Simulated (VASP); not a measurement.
# SiC (rocksalt type) (Fm-3m) in VASP: a series of runs, part 2 of 2

VASP 6.6.1. Earlier steps stand in the parts before.

## (3) Single point, LDA (volume scaled by 0.55, source ansatz)

INCAR

```
SYSTEM = SiC
PREC = Accurate ; ENCUT = 520
EDIFF = 1E-7 ; ISMEAR = -1
SIGMA = 0.05 ; LREAL = .False.
LASPH = .True. ; NELM = 60
ALGO = Normal ; ISIF = 2
LWAVE = .False. ; LCHARG = .True.
GGA = CA ; LELF = .True.
LVHAR = .True. ; NBANDS = 11
```

KPOINTS

```
regular mesh
0
Gamma
  15 15 15
  0 0 0
```

POSCAR

```
SiC
1.0
    0.0000000000      1.6416045967      1.6416045967
    1.6416045967      0.0000000000      1.6416045967
    1.6416045967      1.6416045967      0.0000000000
Si C
1 1
Direct
    0.0000000000      0.0000000000      0.0000000000
    0.5000000000      0.5000000000      0.5000000000
```

Potentials or basis: VASP PAW LDA potentials, release 64 (Si, C).

Started as:

```console
> cat potpaw_LDA.64/Si/POTCAR potpaw_LDA.64/C/POTCAR > POTCAR
> mpirun -np 1 vasp_std > vasp.out
```

OUTCAR:

```text
SYSTEM = SiC
   PREC = Accurate
   ENCUT = 520
   EDIFF = 1E-7
   ISMEAR = -1
   LREAL = .False.
   LASPH = .True.
   NELM = 60
   ISIF = 2
   GGA = CA

 ion  position               nearest neighbor table
   1  0.000  0.000  0.000-   2 1.64   2 1.64   2 1.64   2 1.64   2 1.64   2 1.64
   2  0.500  0.500  0.500-   1 1.64   1 1.64   1 1.64   1 1.64   1 1.64   1 1.64

  LATTYP: Found a face centered cubic cell.
 ALAT       =     3.2832091934

  Lattice vectors:

 A1 = (   0.0000000000,   1.6416045967,   1.6416045967)
 A2 = (   1.6416045967,   0.0000000000,   1.6416045967)
 A3 = (   1.6416045967,   1.6416045967,   0.0000000000)

Analysis of symmetry for initial positions (statically):
=====================================================================
 Subroutine PRICEL returns:
 Original cell was already a primitive cell.

 Routine SETGRP: Setting up the symmetry group for a
 face centered cubic supercell.

 Subroutine GETGRP returns: Found 48 space group operations
[... 9 lines left out ...]

 Routine SETGRP: Setting up the symmetry group for a
 face centered cubic supercell.

 Subroutine GETGRP returns: Found 48 space group operations
[... 11 lines left out ...]
                                     Primitive cell

  volume of cell :       8.8478

  direct lattice vectors                    reciprocal lattice vectors
     0.000000000  1.641604597  1.641604597    -0.304580044  0.304580044  0.304580044
     1.641604597  0.000000000  1.641604597     0.304580044 -0.304580044  0.304580044
     1.641604597  1.641604597  0.000000000     0.304580044  0.304580044 -0.304580044

  length of vectors
     2.321579485  2.321579485  2.321579485     0.527548111  0.527548111  0.527548111

  position of ions in fractional coordinates (direct lattice)
     0.000000000  0.000000000  0.000000000
     0.500000000  0.500000000  0.500000000

  ion indices of the primitive-cell ions
   primitive index   ion index
                 1           1
                 2           2

----------------------------------------------------------------------------------------

 KPOINTS: regular mesh

Automatic generation of k-mesh.
 Grid dimensions read from file:
 generate k-points for:   15   15   15

 Generating k-lattice:

  Cartesian coordinates                     Fractional coordinates (reciprocal lattice)
    -0.020305336  0.020305336  0.020305336     0.066666667  0.000000000  0.000000000
     0.020305336 -0.020305336  0.020305336     0.000000000  0.066666667  0.000000000
     0.020305336  0.020305336 -0.020305336     0.000000000  0.000000000  0.066666667

  Length of vectors
     0.035169874  0.035169874  0.035169874

  Shift w.r.t. Gamma in fractional coordinates (k-lattice)
     0.000000000  0.000000000  0.000000000

 Subroutine IBZKPT returns following result:
 ===========================================

 Found    120 irreducible k-points:

 Following reciprocal coordinates:
            Coordinates               Weight
  0.000000  0.000000  0.000000      1.000000
  0.066667  0.000000  0.000000      8.000000
  0.133333  0.000000  0.000000      8.000000
  0.200000  0.000000  0.000000      8.000000
  0.266667  0.000000  0.000000      8.000000
  0.333333  0.000000  0.000000      8.000000
[... 16 lines left out ...]
  0.133333  0.133333  0.000000      6.000000
  0.200000  0.133333  0.000000     24.000000
 [... further k-points ...]
   k-points           NKPTS =    120   k-points in BZ     NKDIM =    120   number of bands    NBANDS=     11
   number of dos      NEDOS =    301   number of ions     NIONS =      2
   total plane-waves  NPLWV =   5832
   dimension x,y,z NGX =    18 NGY =   18 NGZ =   18
   dimension x,y,z NGXF=    36 NGYF=   36 NGZF=   36
   ions per type =               1   1
   NGX,Y,Z   is equivalent  to a cutoff of  12.89, 12.89, 12.89 a.u.
   NGXF,Y,Z  is equivalent  to a cutoff of  25.78, 25.78, 25.78 a.u.
 SYSTEM =  SiC
   PREC   = accura    normal or accurate (medium, high low for compatibility)
   ISTART =      0    job   : 0-new  1-cont  2-samecut
   ICHARG =      2    charge: 1-file 2-atom 10-const
   ISPIN  =      1    spin polarized calculation?
   LNONCOLLINEAR =      F non collinear calculations
   LSORBIT =      F    spin-orbit coupling
   LASPH  =      T    aspherical Exc in radial PAW
   ENCUT  =  520.0 eV  38.22 Ry    6.18 a.u.   4.32  4.32  4.32*2*pi/ulx,y,z
   NELM   =     60;   NELMIN=  2; NELMDL= -5     # of ELM steps
   EDIFF  = 0.1E-06   stopping-criterion for ELM
   LREAL  =      F    real-space projection
   EDIFFG = 0.1E-05   stopping-criterion for IOM
   NSW    =      0    number of steps for IOM
   IBRION =     -1    ionic relax: 0-MD 1-quasi-New 2-CG
   NFREE  =      0    steps in history (QN), initial steepest desc. (CG)
   ISIF   =      2    stress and relaxation
   ISYM   =      2    0-nonsym 1-usesym 2-fastsym
   POTIM  = 0.5000    time-step for ionic-motion
   TEBEG  =    0.0;   TEEND  =   0.0 temperature during run
   PSTRESS=    0.0 pullay stress
   NELECT =       8.0000    total number of electrons
   NUPDOWN=      -1.0000    fix difference up-down
   EMIN   =  10.00;   EMAX   =-10.00  energy-range for DOS
   EFERMI =   0.00;   METHOD = LEGACY
   ISMEAR =    -1;   SIGMA  =   0.05  broadening in eV -4-tet -1-fermi 0-gaus
   EFERMI_NEDOS =   21; number of points for ismear=-14 and -15
   IALGO  =     38    algorithm
   IMIX   =      4    mixing-type and parameters
     AMIX     =   0.40;   BMIX     =  1.00
     AMIX_MAG =   1.60;   BMIX_MAG =  1.00
  volume/ion in A,a.u.               =       4.42        29.85
  Fermi-wavevector in a.u.,A,eV,Ry     =   1.583044  2.991519 34.096577  2.506028
  Thomas-Fermi vector in A             =   2.682875
   LORBIT       =      0    0 simple, 1 ext, 2 COOP (PROOUT), +10 PAW based schemes
   GGA     = CA    functional components
   LHFCALC =     F    Hartree Fock is set to
   AEXX    =    0.0000 exact exchange contribution
   IVDW    =     0    specifies the selected vdW correction
   LEPSILON=     F    determine dielectric tensor
   LRPA    =     F    only Hartree local field effects (RPA)
 non-spin polarized calculation
  energy-cutoff  :      520.00
  volume of cell :        8.85
 maximum number of plane-waves:       259
 NGX is ok and might be reduce to    18
   NGX =  9   NGY =  9   NGZ =  9

 number of electron       8.0000002 magnetization

 Free energy of the ion-electron system (eV)
  ---------------------------------------------------
  ext. energy  EPLUGINS =         0.00000000
  ---------------------------------------------------
  free energy    TOTEN  =        -7.77714001 eV

  energy without entropy =       -7.77631704  energy(sigma->0) =       -7.77672853

 E-fermi :  24.4442     XC(G=0): -15.8688

 val. band max:       24.3787025985   @ k =   0.0667   0.0667   0.0000
 cond. band min:      24.5017261665   @ k =   0.4667   0.4000   0.0000
 fundamental gap:      0.1230235681
 Fermi energy:        24.4442175187

 k-point     1 :       0.0000    0.0000    0.0000
  band No.  band energies     occupation
      1      -2.2922      2.00000
      2      24.7950      0.00179
      3      24.7950      0.00179
      4      24.7950      0.00179
      5      33.6023      0.00000
      6      33.6023      0.00000
      7      33.6023      0.00000
      8      41.9269      0.00000
      9      41.9492      0.00000
     10      41.9492      0.00000
     11      47.3967      0.00000

 k-point     2 :       0.0667    0.0000    0.0000
  band No.  band energies     occupation
      1      -2.1323      2.00000
      2      23.8395      1.99999
      3      24.5483      0.22190
      4      24.5483      0.22190
      5      33.5445      0.00000
      6      34.0025      0.00000
      7      34.0025      0.00000
      8      41.2571      0.00000
      9      41.2571      0.00000
     10      43.2390      0.00000
     11      47.2935      0.00000
[... 295 lines left out ...]
 k-point    24 :       0.2000    0.1333    0.0000
  band No.  band energies     occupation
      1      -0.8633      2.00000
      2      20.6426      2.00000
      3      21.8007      2.00000
      4      22.6771      2.00000
      5      29.8421      0.00000
      6      36.0084      0.00000
      7      38.6839      0.00000
      8      38.6857      0.00000
      9      42.8992      0.00000
     10      47.6409      0.00000
     11      48.6571      0.00000

 [... further k-points ...]
[... 5 lines left out ...]
  --------------------------------------------------------------------------------------
  -------------------------------------------------------------------------------------
  Total       29.7081876     29.7081876     29.7081876     -0.0000000      0.0000000     -0.0000000
  in kB     5379.6133928   5379.6133928   5379.6133928     -0.0000000      0.0000000     -0.0000000
  external PRESSURE =    5379.6133928 kB  Pullay stress =       0.0000000 kB

 VOLUME and BASIS-vectors are now :
 -----------------------------------------------------------------------------
  energy-cutoff  :      520.00
  volume of cell :        8.85
      direct lattice vectors                 reciprocal lattice vectors
     0.000000000  1.641604597  1.641604597    -0.304580044  0.304580044  0.304580044
     1.641604597  0.000000000  1.641604597     0.304580044 -0.304580044  0.304580044
     1.641604597  1.641604597  0.000000000     0.304580044  0.304580044 -0.304580044

 POSITION                                       TOTAL-FORCE (eV/Angst)
 -----------------------------------------------------------------------------------
      0.00000      0.00000      0.00000         0.000000     -0.000000      0.000000
      1.64160      1.64160      1.64160        -0.000000      0.000000     -0.000000
 -----------------------------------------------------------------------------------
    total drift:                               -0.000000     -0.000000     -0.000000

  FREE ENERGIE OF THE ION-ELECTRON SYSTEM (eV)
  ---------------------------------------------------
  free  energy   TOTEN  =        -7.7771400086 eV

  energy  without entropy=       -7.7763170449  energy(sigma->0) =       -7.77672853
```

OSZICAR:

```text
N       E                     dE             d eps       ncg     rms          rms(c)
DAV:   1     0.573284411111E+01    0.57328E+01   -0.48614E+03  3242   0.666E+02
DAV:   2    -0.106823720867E+02   -0.16415E+02   -0.15949E+02  3366   0.124E+02
DAV:   3    -0.108901807193E+02   -0.20781E+00   -0.20756E+00  3181   0.974E+00
DAV:   4    -0.108903761015E+02   -0.19538E-03   -0.19537E-03  2925   0.361E-01
DAV:   5    -0.108903762804E+02   -0.17890E-06   -0.18090E-06  3146   0.964E-03    0.214E+01
DAV:   6    -0.815717308143E+01    0.27332E+01   -0.46901E+00  2802   0.134E+01    0.110E+01
DAV:   7    -0.779395253254E+01    0.36322E+00   -0.12918E+00  3081   0.737E+00    0.289E+00
DAV:   8    -0.777880273212E+01    0.15150E-01   -0.21653E-02  2823   0.116E+00    0.686E-01
DAV:   9    -0.777715867045E+01    0.16441E-02   -0.13124E-03  3075   0.252E-01    0.299E-01
DAV:  10    -0.777714374145E+01    0.14929E-04   -0.97797E-05  2890   0.658E-02    0.373E-02
DAV:  11    -0.777714007826E+01    0.36632E-05   -0.27541E-06  2941   0.137E-02    0.189E-02
DAV:  12    -0.777714000862E+01    0.69638E-07   -0.26447E-07  2963   0.350E-03
   1 F= -.77771400E+01 E0= -.77767285E+01  d E =-.822964E-03
```

Run time: 13 s. Hardware: 1 thread of AMD EPYC 7R43 (Zen 3), shared host; peak memory 0.08 GiB.

Results:

```
Free energy            : -7.7771 eV
Pressure               : 538.0 GPa
Band gap on the k mesh : zero (band 4 reaches 24.80 eV, above the bottom of band 5 at 23.47 eV)
```
